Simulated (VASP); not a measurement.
Input of a VASP 6.6.1 run:

POSCAR

```
BP
1.0
    0.0000000000      2.1736437242      2.1736437242
    2.1736437242      0.0000000000      2.1736437242
    2.1736437242      2.1736437242      0.0000000000
B P
1 1
Direct
    0.0000000000      0.0000000000      0.0000000000
    0.2500000000      0.2500000000      0.2500000000
```

The input INCAR.step1:

```
SYSTEM = BP
PREC = Accurate
ENCUT = 520
ISMEAR = 0
SIGMA = 0.02
LREAL = .False.
LASPH = .True.
NELM = 80
NBANDS = 11
GGA = PE
ALGO = Normal
EDIFF = 1E-4
LWAVE = .True.
LCHARG = .False.
```

INCAR.step2

```
SYSTEM = BP
PREC = Accurate
ENCUT = 520
EDIFF = 1E-6
ISMEAR = 0
SIGMA = 0.02
LREAL = .False.
LASPH = .True.
NELM = 80
ALGO = Normal
ISIF = 2
LWAVE = .False.
LCHARG = .False.
METAGGA = R2SCAN
LMIXTAU = .True.
NBANDS = 11
ISTART = 1
```

The input KPOINTS:

```
Automatic mesh
0
Gamma
  10 10 10
  0 0 0
```

Potentials or basis: VASP PAW PBE potentials, release 64 (B, P).

Command:

```sh
$ cat potpaw_PBE.64/B/POTCAR potpaw_PBE.64/P/POTCAR > POTCAR
$ cp INCAR.step1 INCAR
$ mpirun -np 1 vasp_std > vasp.out
$ cp INCAR.step2 INCAR
$ mpirun -np 1 vasp_std > vasp.out
```

What does it give for the band gap on the k mesh?

1.27 eV (least direct gap 3.88 eV).

What does it give for the pressure?

26.8 GPa.

Caveat: the cell stands under pressure; the PAW data sets were made with another functional, which shifts forces and pressure a little. r2SCAN opens gaps a little over a GGA but as a rule still falls short of measured ones.
